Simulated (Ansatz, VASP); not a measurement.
**TiC in VASP and in Ansatz**

The input INCAR:

```
SYSTEM = TiC
PREC = Accurate
ENCUT = 600
EDIFF = 1E-7
ISMEAR = 0
SIGMA = 0.1
LREAL = .FALSE.
LASPH = .TRUE.
NELM = 120
ALGO = Normal
ISIF = 3
LWAVE = .FALSE.
LCHARG = .FALSE.
IBRION = 2
NSW = 100
EDIFFG = -0.002
GGA_COMPAT = .FALSE.
NELMIN = 4
```

Contents of KPOINTS:

```
Automatic mesh
0
G
  16 16 16
  0 0 0
```

Contents of POSCAR:

```
TiC
1.0
    0.0000000000      2.1305402887      2.1305402887
    2.1305402887      0.0000000000      2.1305402887
    2.1305402887      2.1305402887      0.0000000000
Ti C
1 1
Direct
    0.0000000000      0.0000000000      0.0000000000
    0.5000000000      0.5000000000      0.5000000000
```

Input for Ansatz:

```yaml
crystal:
  lattice:
    - [0.0, 2.1305402887, 2.1305402887]
    - [2.1305402887, 0.0, 2.1305402887]
    - [2.1305402887, 2.1305402887, 0.0]
  atoms:
    - { symbol: Ti, position: [0.0, 0.0, 0.0] }
    - { symbol: C, position: [0.5, 0.5, 0.5] }
basis:
  ecutwfc: 420
kpoints:
  mp_grid: { grid: [16, 16, 16] }
hamiltonian:
  xc: lda
  pseudopotentials: { kind: paw }
scf:
  occupations: { method: gaussian, width: 0.1 }
output:
  forces: true
  stress: true
  eigenvalues: true
relax:
  adjacent_minimum: "off"
  f_tol: 0.002
  max_steps: 80
  cell: { stress_tol: 0.02 }
```

Alike in both runs: task relaxation of cell and atoms; functional LDA; k mesh 16 × 16 × 16; occupations gaussian, width 0.1 eV; no spin polarisation.

|  | VASP | Ansatz |
| --- | --- | --- |
| version | VASP 6.6.1 | Ansatz 0.2.0 |
| potentials or method | VASP PAW LDA potentials, release 64 (Ti_sv, C), cutoff 600 eV | scalar-relativistic, plane waves, PAW |
| valence electrons in the cell | 16 | 16 |

Ansatz gave:

```
gap on the k mesh at the Fermi level, each at its own relaxed structure (eV) : none
relaxed volume (Å³/atom)                                                     : 9.67
relaxed cell length with the largest relative difference (Å)                 : 3.013
```

Estimate VASP's values.

gap on the k mesh at the Fermi level, each at its own relaxed structure (eV): none; relaxed volume (Å³/atom): 9.69; relaxed cell length with the largest relative difference (Å): 3.015.

LDA's correlation is that of Perdew and Zunger in VASP and of Perdew and Wang (1992) in Ansatz. A gap of «none» marks a metal or a gap that the smearing closes.
